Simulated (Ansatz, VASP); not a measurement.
**SnSe2 in VASP and in Ansatz**

INCAR

```
PREC = Accurate
ENCUT = 520
EDIFF = 1E-7
ISMEAR = 0
SIGMA = 0.05
LREAL = F
LASPH = T
NELM = 100
ALGO = Normal
ISIF = 2
LWAVE = F
LCHARG = F
GGA = PE
NBANDS = 20
```

File KPOINTS:

```
Automatic mesh
0
Gamma
  12 12 4
```

The input POSCAR:

```
SnSe2
1.0
    3.5475280050      0.0000000000      0.0000000000
   -1.7737640025      3.0722493730      0.0000000000
    0.0000000000      0.0000000000      8.3237016568
Sn Se
1 2
Direct
    0.0000000000      0.0000000000      0.0000000000
    0.3333333333      0.6666666667      0.2281493097
    0.6666666667      0.3333333333      0.7718506903
```

Input for Ansatz:

```yaml
crystal:
  lattice:
    - [3.547528005, 0.0, 0.0]
    - [-1.7737640025, 3.072249373, 0.0]
    - [0.0, 0.0, 8.3237016568]
  atoms:
    - { symbol: Sn, position: [0.0, 0.0, 0.0] }
    - { symbol: Se, position: [0.3333333333, 0.6666666667, 0.2281493097] }
    - { symbol: Se, position: [0.6666666667, 0.3333333333, 0.7718506903] }
basis:
  ecutwfc: 420
kpoints:
  mp_grid: { grid: [12, 12, 4] }
hamiltonian:
  xc: pbe
scf:
  occupations: { method: gaussian, width: 0.05 }
output:
  forces: true
  stress: true
  eigenvalues: true
  write_density: true
  write_potential: true
  elf: true
  volumetric_format: npy
```

Alike in both runs: task single point; functional PBE; k mesh 12 × 12 × 4; occupations gaussian, width 0.05 eV; no spin polarisation.

|  | VASP | Ansatz |
| --- | --- | --- |
| version | VASP 6.6.1 | Ansatz 0.2.0 |
| potentials or method | VASP PAW PBE potentials, release 64 (Sn_d, Se), cutoff 520 eV | scalar-relativistic, plane waves, PAW |
| valence electrons in the cell | 26 | 46 |

```tsv
	VASP	Ansatz	Ansatz less VASP
gap on the k mesh at the Fermi level (eV)	none	none	-
pressure (GPa)	1.5	1.5	-0.03
traceless stress, the component that is largest in VASP (GPa)	-11.15	-11.18	-0.023
rms of the force components (eV/Å)	0.664	0.669	+0.0052
```

Atom by atom the forces differ by 0.005 eV/Å (rms over components). A gap of «none» marks a metal or a gap that the smearing closes. VASP's potentials hold 26 valence electrons a cell and Ansatz's 46, so a difference there can come from the potentials and not from the codes.
